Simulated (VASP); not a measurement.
Input of a VASP 6.6.1 run:

Contents of INCAR:

```
  PREC = Accurate
  ENCUT = 520
  EDIFF = 1E-6
  ISMEAR = 0
  SIGMA = 0.1
  LREAL = False
  LASPH = True
  NELM = 100
  ALGO = Normal
  ISIF = 2
  LWAVE = False
  LCHARG = False
  GGA = PS
  NBANDS = 84
```

Contents of KPOINTS:

```
regular mesh
0
Gamma
  4 3 5
```

The input POSCAR:

```
Ti12H
1.0
    5.9000000000      0.0000000000      0.0000000000
   -4.4250000000      7.6643250000      0.0000000000
    0.0000000000      0.0000000000      4.6846000000
Ti H
12 1
Direct
    0.0003510100      0.0008332110      0.0044923793
    0.1643289594      0.2203274261      0.5008643214
    0.0029980966      0.3309958803      0.0011732058
    0.1757233165      0.5589045350      0.4999363873
    0.0024618157      0.6704437768     -0.0011356359
    0.1682128279      0.8904998157      0.4993100798
    0.4980430747     -0.0011552224      0.0019158519
    0.6631423221      0.2181992543      0.5017845707
    0.4916801817      0.3307003552      0.0008752081
    0.6629471424      0.5583159639      0.5004354694
    0.5017737437      0.6691017148      0.0007168168
    0.6654890524      0.8884068721      0.4970560987
    0.8319540099      0.4451703183      0.7518870341
```

Potentials or basis: VASP PAW PBE potentials, release 64 (Ti_sv, H).

Run with:

```console
$ cat potpaw_PBE.64/Ti_sv/POTCAR potpaw_PBE.64/H/POTCAR > POTCAR
$ mpirun -np 1 vasp_std > vasp.out
```

(1) What does it give for the pressure?

(2) What does it give for the band gap on the k mesh?

(3) Predict the largest force.

Answers

(1) -5.3 GPa.

(2) zero (an odd number of electrons rules out a gap without spin polarisation).

(3) 0.036 eV/Å.

Caveat: the PAW data sets were made with another functional, which shifts forces and pressure a little.
